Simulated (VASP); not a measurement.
# Cr (P6/mmm) in VASP: a series of runs

Runs on Cr. Level: r2SCAN. Tasks: single point.

Program: VASP 6.6.1. These are calculated values, not measurements. Logs are shortened: lines on timing, memory, paths and dates and some standing lists are left out, and cuts for length are marked.

### Step 1. The cell of the first run

The structure is hexagonal, space group P6/mmm (No. 191). Conventional cell: a = 3.952 Å, b = 3.952 Å, c = 2.386 Å, α = 90.00°, β = 90.00°, γ = 120.00°. Cr (site symmetry 6/mmm) has 14 Cr at 2.39 to 2.57 Å within 3.2 Å. Within 3.0 Å of Cr (site symmetry -6m2) lie 11 Cr at 2.28 to 2.57 Å.

This isn't the form of Cr at room conditions, which is bcc.

### Step 2. Single point, r2SCAN, collinear spin, ferromagnetic start (10.76 Å³/atom)

The input, POSCAR:

```
Cr
1.0
    3.9518854797      0.0000000000      0.0000000000
   -1.9759427398      3.4224332182      0.0000000000
    0.0000000000      0.0000000000      2.3864698067
Cr
3
Direct
    1.0000000000      1.0000000000      0.0000000000
    0.3333333333      0.6666666667      0.5000000000
    0.6666666667      0.3333333333      0.5000000000
```

The input, INCAR.step1:

```
PREC     = Accurate       # precision mode
ENCUT    = 520            # plane-wave cutoff, eV
ISMEAR   = -1             # smearing method
SIGMA    = 0.05           # smearing width, eV
LREAL    = F              # projectors in reciprocal space
LASPH    = T              # aspherical terms in the spheres
NELM     = 150            # most SCF steps
ISPIN    = 2              # spin polarisation
MAGMOM   = 2.301 0.494 0.494 # initial moments
LMAXMIX  = 4              # l up to which the mixer works
NBANDS   = 29             # bands
GGA      = PE             # functional
ALGO     = Normal         # electronic algorithm
EDIFF    = 1E-4           # SCF threshold, eV
LWAVE    = T              # write WAVECAR
LCHARG   = F              # write CHGCAR
```

The input, INCAR.step2:

```
PREC     = Accurate       # precision mode
ENCUT    = 520            # plane-wave cutoff, eV
EDIFF    = 1E-6           # SCF threshold, eV
ISMEAR   = -1             # smearing method
SIGMA    = 0.05           # smearing width, eV
LREAL    = F              # projectors in reciprocal space
LASPH    = T              # aspherical terms in the spheres
NELM     = 150            # most SCF steps
ALGO     = Normal         # electronic algorithm
ISIF     = 2              # what is computed and relaxed
LWAVE    = F              # write WAVECAR
LCHARG   = F              # write CHGCAR
ISPIN    = 2              # spin polarisation
MAGMOM   = 2.301 0.494 0.494 # initial moments
LORBIT   = 11             # projections on sites
LMAXMIX  = 4              # l up to which the mixer works
METAGGA  = R2SCAN         # meta-GGA
LMIXTAU  = T            
NBANDS   = 29             # bands
ISTART   = 1
```

The input, KPOINTS:

```
regular mesh
0
Gamma
  10 10 14
```

Potentials or basis: VASP PAW PBE potentials, release 64 (Cr_pv).

The run is started by

```
cat potpaw_PBE.64/Cr_pv/POTCAR > POTCAR
cp INCAR.step1 INCAR
mpirun -np 1 vasp_std > vasp.out
cp INCAR.step2 INCAR
mpirun -np 1 vasp_std > vasp.out
```

OUTCAR:

```text
PREC = Accurate
   ENCUT = 520
   EDIFF = 1E-6
   ISMEAR = -1
   LREAL = F
   LASPH = T
   NELM = 150
   ISIF = 2
   ISPIN = 2
   LORBIT = 11
   METAGGA = R2SCAN
   ISTART = 1

 ion  position               nearest neighbor table
   1  0.000  0.000  0.000-   2 2.57   3 2.57   2 2.57   3 2.57   2 2.57   2 2.57   3 2.57   3 2.57
                             3 2.57   3 2.57   2 2.57   2 2.57
   2  0.333  0.667  0.500-   3 2.28   3 2.28   3 2.28   1 2.57   1 2.57   1 2.57   1 2.57   1 2.57
                             1 2.57
   3  0.667  0.333  0.500-   2 2.28   2 2.28   2 2.28   1 2.57   1 2.57   1 2.57   1 2.57   1 2.57
                             1 2.57

  LATTYP: Found a hexagonal cell.
 ALAT       =     3.9518854797
 C/A-ratio  =     0.6038813166

  Lattice vectors:

 A1 = (   3.9518854797,   0.0000000000,   0.0000000000)
 A2 = (  -1.9759427398,   3.4224332182,   0.0000000000)
 A3 = (   0.0000000000,   0.0000000000,   2.3864698067)

Analysis of symmetry for initial positions (statically):
=====================================================================
 Subroutine PRICEL returns:
 Original cell was already a primitive cell.

 Routine SETGRP: Setting up the symmetry group for a
 hexagonal supercell.

 Subroutine GETGRP returns: Found 24 space group operations
 (whereof 24 operations were pure point group operations)
 out of a pool of 24 trial point group operations.

The static configuration has the point symmetry D_6h.

Analysis of symmetry for dynamics (positions and initial velocities):
=====================================================================
 Subroutine PRICEL returns:
 Original cell was already a primitive cell.

 Routine SETGRP: Setting up the symmetry group for a
 hexagonal supercell.

 Subroutine GETGRP returns: Found 24 space group operations
 (whereof 24 operations were pure point group operations)
 out of a pool of 24 trial point group operations.

The dynamic configuration has the point symmetry D_6h.

Analysis of structural, dynamic, and magnetic symmetry:
=====================================================================
 Subroutine PRICEL returns:
 Original cell was already a primitive cell.

 Routine SETGRP: Setting up the symmetry group for a
 hexagonal supercell.

 Subroutine GETGRP returns: Found 24 space group operations
 (whereof 24 operations were pure point group operations)
 out of a pool of 24 trial point group operations.

The overall configuration has the point symmetry D_6h.

 Subroutine INISYM returns: Found 24 space group operations
 (whereof 24 operations are pure point group operations),
 and found     1 'primitive' translations

----------------------------------------------------------------------------------------

                                     Primitive cell

  volume of cell :      32.2772

  direct lattice vectors                    reciprocal lattice vectors
     3.951885480  0.000000000  0.000000000     0.253043770  0.146094889  0.000000000
    -1.975942740  3.422433218  0.000000000     0.000000000  0.292189777  0.000000000
     0.000000000  0.000000000  2.386469807     0.000000000  0.000000000  0.419028976

  length of vectors
     3.951885480  3.951885480  2.386469807     0.292189777  0.292189777  0.419028976

  position of ions in fractional coordinates (direct lattice)
     0.000000000  0.000000000  0.000000000
     0.333333333  0.666666667  0.500000000
     0.666666667  0.333333333  0.500000000

  ion indices of the primitive-cell ions
   primitive index   ion index
                 1           1
                 2           2
                 3           3

----------------------------------------------------------------------------------------

 KPOINTS: regular mesh

Automatic generation of k-mesh.
 Grid dimensions read from file:
 generate k-points for:   10   10   14

 Generating k-lattice:

  Cartesian coordinates                     Fractional coordinates (reciprocal lattice)
     0.025304377  0.014609489  0.000000000     0.100000000  0.000000000  0.000000000
     0.000000000  0.029218978  0.000000000     0.000000000  0.100000000  0.000000000
     0.000000000  0.000000000  0.029930641     0.000000000  0.000000000  0.071428571

  Length of vectors
     0.029218978  0.029218978  0.029930641

  Shift w.r.t. Gamma in fractional coordinates (k-lattice)
     0.000000000  0.000000000  0.000000000

 Subroutine IBZKPT returns following result:
 ===========================================

 Found    112 irreducible k-points:

 Following reciprocal coordinates:
            Coordinates               Weight
  0.000000  0.000000  0.000000      1.000000
  0.100000  0.000000  0.000000      6.000000
  0.200000  0.000000  0.000000      6.000000
  0.300000  0.000000  0.000000      6.000000
  0.400000  0.000000  0.000000      6.000000
  0.500000 -0.000000  0.000000      3.000000
[... 16 lines left out ...]
  0.300000  0.100000  0.071429     24.000000
  0.400000  0.100000  0.071429     24.000000
 [... further k-points ...]
   k-points           NKPTS =    112   k-points in BZ     NKDIM =    112   number of bands    NBANDS=     29
   number of dos      NEDOS =    301   number of ions     NIONS =      3
   total plane-waves  NPLWV =  16200
   dimension x,y,z NGX =    30 NGY =   30 NGZ =   18
   dimension x,y,z NGXF=    60 NGYF=   60 NGZF=   36
   ions per type =               3
   NGX,Y,Z   is equivalent  to a cutoff of  12.62, 12.62, 12.54 a.u.
   NGXF,Y,Z  is equivalent  to a cutoff of  25.24, 25.24, 25.08 a.u.
 SYSTEM =  unknown system
   PREC   = accura    normal or accurate (medium, high low for compatibility)
   ISTART =      1    job   : 0-new  1-cont  2-samecut
   ICHARG =      0    charge: 1-file 2-atom 10-const
   ISPIN  =      2    spin polarized calculation?
   LNONCOLLINEAR =      F non collinear calculations
   LSORBIT =      F    spin-orbit coupling
   LASPH  =      T    aspherical Exc in radial PAW
   ENCUT  =  520.0 eV  38.22 Ry    6.18 a.u.   7.35  7.35  4.44*2*pi/ulx,y,z
   NELM   =    150;   NELMIN=  2; NELMDL=  0     # of ELM steps
   EDIFF  = 0.1E-05   stopping-criterion for ELM
   LREAL  =      F    real-space projection
   EDIFFG = 0.1E-04   stopping-criterion for IOM
   NSW    =      0    number of steps for IOM
   IBRION =     -1    ionic relax: 0-MD 1-quasi-New 2-CG
   NFREE  =      0    steps in history (QN), initial steepest desc. (CG)
   ISIF   =      2    stress and relaxation
   ISYM   =      2    0-nonsym 1-usesym 2-fastsym
   POTIM  = 0.5000    time-step for ionic-motion
   TEBEG  =    0.0;   TEEND  =   0.0 temperature during run
   PSTRESS=    0.0 pullay stress
   NELECT =      36.0000    total number of electrons
   NUPDOWN=      -1.0000    fix difference up-down
   EMIN   =  10.00;   EMAX   =-10.00  energy-range for DOS
   EFERMI =   0.00;   METHOD = LEGACY
   ISMEAR =    -1;   SIGMA  =   0.05  broadening in eV -4-tet -1-fermi 0-gaus
   EFERMI_NEDOS =   21; number of points for ismear=-14 and -15
   IALGO  =     38    algorithm
   IMIX   =      4    mixing-type and parameters
     AMIX     =   0.40;   BMIX     =  1.00
     AMIX_MAG =   1.60;   BMIX_MAG =  1.00
  volume/ion in A,a.u.               =      10.76        72.61
  Fermi-wavevector in a.u.,A,eV,Ry     =   1.697764  3.208308 39.217453  2.882402
  Thomas-Fermi vector in A             =   2.778386
   LORBIT       =     11    0 simple, 1 ext, 2 COOP (PROOUT), +10 PAW based schemes
   METAGGA = R2SCAN    functional components
   LHFCALC =     F    Hartree Fock is set to
   AEXX    =    0.0000 exact exchange contribution
   IVDW    =     0    specifies the selected vdW correction
   LEPSILON=     F    determine dielectric tensor
   LRPA    =     F    only Hartree local field effects (RPA)
 spin polarized calculation
  energy-cutoff  :      520.00
  volume of cell :       32.28
 maximum number of plane-waves:       911
 NGX is ok and might be reduce to    30
   NGX = 15   NGY = 15   NGZ =  9

 number of electron      36.0000016 magnetization       1.6735938

 Free energy of the ion-electron system (eV)
  ---------------------------------------------------
  ext. energy  EPLUGINS =         0.00000000
  ---------------------------------------------------
  free energy    TOTEN  =       -42.75128845 eV

  energy without entropy =      -42.72118761  energy(sigma->0) =      -42.73623803

 E-fermi :  11.8791     XC(G=0): -15.4092

 val. band max:       11.8775053455   @ k =   0.1000   0.1000   0.0714
 cond. band min:      11.8800018009   @ k =   0.4000   0.1000   0.0714
 fundamental gap:      0.0024964553
 Fermi energy:        11.8790851122

 spin component 1

 k-point     1 :       0.0000    0.0000    0.0000
  band No.  band energies     occupation
      1     -33.4213      1.00000
      2     -33.4213      1.00000
      3     -33.0952      1.00000
      4     -33.0952      1.00000
      5     -32.6199      1.00000
      6     -32.3804      1.00000
[... 21 lines left out ...]
     28      15.1086      0.00000
     29      21.2852      0.00000
[... 705 lines left out ...]
 k-point    24 :       0.4000    0.1000    0.0714
  band No.  band energies     occupation
      1     -33.6388      1.00000
      2     -33.2741      1.00000
      3     -33.0197      1.00000
      4     -32.7205      1.00000
      5     -32.6683      1.00000
      6     -32.5495      1.00000
[... 21 lines left out ...]
     28      15.0511      0.00000
     29      15.1242      0.00000

 [... further k-points ...]

 spin component 2

 k-point     1 :       0.0000    0.0000    0.0000
  band No.  band energies     occupation
      1     -32.6660      1.00000
      2     -32.6660      1.00000
      3     -32.3264      1.00000
      4     -32.3264      1.00000
      5     -32.0033      1.00000
      6     -31.7358      1.00000
[... 21 lines left out ...]
     28      16.1009      0.00000
     29      21.6889      0.00000
[... 705 lines left out ...]
 k-point    24 :       0.4000    0.1000    0.0714
  band No.  band energies     occupation
      1     -32.8878      1.00000
      2     -32.5234      1.00000
      3     -32.2553      1.00000
      4     -31.9423      1.00000
      5     -31.9271      1.00000
      6     -31.8832      1.00000
[... 21 lines left out ...]
     28      15.9845      0.00000
     29      16.0995      0.00000

 [... further k-points ...]
[... 5 lines left out ...]
  --------------------------------------------------------------------------------------
  -------------------------------------------------------------------------------------
  Total        7.5373748      7.5373748      0.3441428      0.0000000      0.0000000      0.0000000
  in kB      374.1411003    374.1411002     17.0825988      0.0000000      0.0000000      0.0000000
  external PRESSURE =     255.1215998 kB  Pullay stress =       0.0000000 kB

 VOLUME and BASIS-vectors are now :
 -----------------------------------------------------------------------------
  energy-cutoff  :      520.00
  volume of cell :       32.28
      direct lattice vectors                 reciprocal lattice vectors
     3.951885480  0.000000000  0.000000000     0.253043770  0.146094889  0.000000000
    -1.975942740  3.422433218  0.000000000     0.000000000  0.292189777  0.000000000
     0.000000000  0.000000000  2.386469807     0.000000000  0.000000000  0.419028976

 POSITION                                       TOTAL-FORCE (eV/Angst)
 -----------------------------------------------------------------------------------
      0.00000      0.00000      0.00000        -0.000000      0.000000      0.000000
     -0.00000      2.28162      1.19323         0.000000      0.000000     -0.000000
      1.97594      1.14081      1.19323        -0.000000      0.000000      0.000000
 -----------------------------------------------------------------------------------
    total drift:                               -0.000000      0.000000      0.000000

  FREE ENERGIE OF THE ION-ELECTRON SYSTEM (eV)
  ---------------------------------------------------
  free  energy   TOTEN  =       -42.7512884525 eV

  energy  without entropy=      -42.7211876139  energy(sigma->0) =      -42.73623803

 total charge

# of ion       s       p       d       tot
------------------------------------------
    1        0.680   6.448   4.257  11.385
    2        0.705   6.434   4.358  11.497
    3        0.705   6.434   4.358  11.497
--------------------------------------------------
tot          2.090  19.317  12.972  34.379

 magnetization (x)

# of ion       s       p       d       tot
------------------------------------------
    1        0.006   0.004   0.552   0.562
    2        0.006   0.030   0.512   0.548
    3        0.006   0.030   0.512   0.548
--------------------------------------------------
tot          0.019   0.064   1.575   1.658
```

Run time: 9.1 min. Hardware: 1 thread of Intel Xeon Platinum 8488C (Sapphire Rapids), shared host; peak memory 0.27 GiB.

Results:

- Free energy: -42.7513 eV
- Pressure: 25.5 GPa
- Net moment: 1.67 μB per cell
- Site moments: Cr +0.56, +0.55 (each value once) μB
- Valence electrons inside the program's atomic spheres: Cr 11.38, 11.50 (each value once)

Caveat: the cell stands under pressure; the PAW data sets were made with another functional, which shifts forces and pressure a little.

### Step 3. Single point, r2SCAN

This run uses another cell than the first one, of 11.59 Å³/atom.

The input, POSCAR:

```
Cr
1.0
    4.2056408807      0.0000000000      0.0000000000
   -2.1028204403      3.6421918419      0.0000000000
    0.0000000000      0.0000000000      2.2692406738
Cr
3
Direct
    0.0000000000      1.0000000000      0.0000000000
    0.3333333333      0.6666666667      0.5000000000
    0.6666666667      0.3333333333      0.5000000000
```

The input, INCAR.step1:

```
SYSTEM = Cr
  PREC = Accurate
  ENCUT = 520
  ISMEAR = -1
  SIGMA = 0.1
  LREAL = .FALSE.
  LASPH = .TRUE.
  NELM = 100
  NBANDS = 25
  GGA = PE
  ALGO = Normal
  EDIFF = 1E-4
  LWAVE = .TRUE.
  LCHARG = .FALSE.
```

The input, INCAR.step2:

```
SYSTEM = Cr
  PREC = Accurate
  ENCUT = 520
  EDIFF = 1E-7
  ISMEAR = -1
  SIGMA = 0.1
  LREAL = .FALSE.
  LASPH = .TRUE.
  NELM = 100
  ALGO = Normal
  ISIF = 2
  LWAVE = .FALSE.
  LCHARG = .FALSE.
  METAGGA = R2SCAN
  LMIXTAU = .TRUE.
  NBANDS = 25
  ISTART = 1
```

The input, KPOINTS:

```
regular mesh
0
G
  11 11 18
  0 0 0
```

Potentials or basis: VASP PAW PBE potentials, release 64 (Cr_pv).

The run is started by

```
cat potpaw_PBE.64/Cr_pv/POTCAR > POTCAR
cp INCAR.step1 INCAR
mpirun -np 1 vasp_std > vasp.out
cp INCAR.step2 INCAR
mpirun -np 1 vasp_std > vasp.out
```

OUTCAR:

```text
SYSTEM = Cr
   PREC = Accurate
   ENCUT = 520
   EDIFF = 1E-7
   ISMEAR = -1
   LREAL = .FALSE.
   LASPH = .TRUE.
   NELM = 100
   ISIF = 2
   METAGGA = R2SCAN
   ISTART = 1

 ion  position               nearest neighbor table
   1  0.000  0.000  0.000-   2 2.68   3 2.68   2 2.68   3 2.68   2 2.68   2 2.68   3 2.68   3 2.68
                             3 2.68   3 2.68   2 2.68   2 2.68
   2  0.333  0.667  0.500-   3 2.43   3 2.43   3 2.43   1 2.68   1 2.68   1 2.68   1 2.68   1 2.68
                             1 2.68
   3  0.667  0.333  0.500-   2 2.43   2 2.43   2 2.43   1 2.68   1 2.68   1 2.68   1 2.68   1 2.68
[... 866 lines left out ...]

 [... further k-points ...]
[... 5 lines left out ...]
  --------------------------------------------------------------------------------------
  -------------------------------------------------------------------------------------
  Total        0.1346693      0.1346693      0.3632803      0.0000000     -0.0000000     -0.0000000
  in kB        6.2073148      6.2073148     16.7446822      0.0000000     -0.0000000     -0.0000000
  external PRESSURE =       9.7197706 kB  Pullay stress =       0.0000000 kB

 VOLUME and BASIS-vectors are now :
 -----------------------------------------------------------------------------
  energy-cutoff  :      520.00
  volume of cell :       34.76
      direct lattice vectors                 reciprocal lattice vectors
     4.205640881  0.000000000  0.000000000     0.237775889  0.137279974  0.000000000
    -2.102820440  3.642191842  0.000000000     0.000000000  0.274559947  0.000000000
     0.000000000  0.000000000  2.269240674     0.000000000  0.000000000  0.440676043

 POSITION                                       TOTAL-FORCE (eV/Angst)
 -----------------------------------------------------------------------------------
      0.00000      0.00000      0.00000         0.000000      0.000000      0.000000
     -0.00000      2.42813      1.13462         0.000000      0.000000      0.000000
      2.10282      1.21406      1.13462        -0.000000      0.000000      0.000000
 -----------------------------------------------------------------------------------
    total drift:                               -0.000000      0.000000      0.000000

  FREE ENERGIE OF THE ION-ELECTRON SYSTEM (eV)
  ---------------------------------------------------
  free  energy   TOTEN  =       -43.3160384889 eV

  energy  without entropy=      -43.1701623644  energy(sigma->0) =      -43.24310043
```

OSZICAR.step1:

```text
N       E                     dE             d eps       ncg     rms          rms(c)
DAV:   1     0.413613829812E+03    0.41361E+03   -0.20514E+04  8008   0.179E+03
DAV:   2    -0.128138775458E+02   -0.42643E+03   -0.41638E+03  8088   0.525E+02
DAV:   3    -0.314097782847E+02   -0.18596E+02   -0.18045E+02  9209   0.125E+02
DAV:   4    -0.318600629437E+02   -0.45028E+00   -0.44492E+00  9176   0.185E+01
DAV:   5    -0.318730192392E+02   -0.12956E-01   -0.12948E-01  9861   0.307E+00    0.215E+01
DAV:   6    -0.276655175023E+02    0.42075E+01   -0.24398E+01  8456   0.474E+01    0.302E+00
DAV:   7    -0.281679795851E+02   -0.50246E+00   -0.29767E+00 10427   0.204E+01    0.842E+00
DAV:   8    -0.276071893928E+02    0.56079E+00   -0.20872E+00 10136   0.118E+01    0.145E+00
DAV:   9    -0.275877719678E+02    0.19417E-01   -0.53152E-02  8534   0.244E+00    0.436E-01
DAV:  10    -0.275862428372E+02    0.15291E-02   -0.91711E-03  9988   0.107E+00    0.114E-01
DAV:  11    -0.275862504309E+02   -0.75937E-05   -0.57909E-04  8988   0.293E-01
   1 F= -.27586250E+02 E0= -.27509438E+02  d E =-.153625E+00
```

Wall time 6.6 min (1 thread of Intel Xeon Platinum 8259CL at 2.50GHz (Skylake/Cascade Lake), shared host); peak memory 0.23 GiB.

Results:

| Item | Value |
| --- | --- |
| Free energy | -43.3160 eV |
| Pressure | 1.0 GPa |
| Band gap on the k mesh | zero (bands 18 and 19 overlap by 0.73 eV) |

Stress tensor (GPa, compression positive):
```
0.62 0.00 0.00
0.00 0.62 0.00
0.00 0.00 1.67
```

Levels at points of the mesh, in eV from the Fermi level:
| k point | band 14 | band 15 | band 16 | band 17 | band 18 | band 19 | band 20 | band 21 | band 22 | band 23 |
| --- | --- | --- | --- | --- | --- | --- | --- | --- | --- | --- |
| (0.00, 0.00, 0.00) | -2.38 | -2.33 | -2.33 | -2.08 | -0.35 | -0.35 | 1.53 | 1.53 | 1.60 | 1.60 |
| (0.00, 0.00, 0.50) | -2.78 | -1.94 | -0.89 | -0.89 | 0.07 | 0.07 | 1.69 | 1.69 | 2.10 | 2.10 |

Caveat: the PAW data sets were made with another functional, which shifts forces and pressure a little; the run has no spin polarisation, though such a crystal can be magnetic.
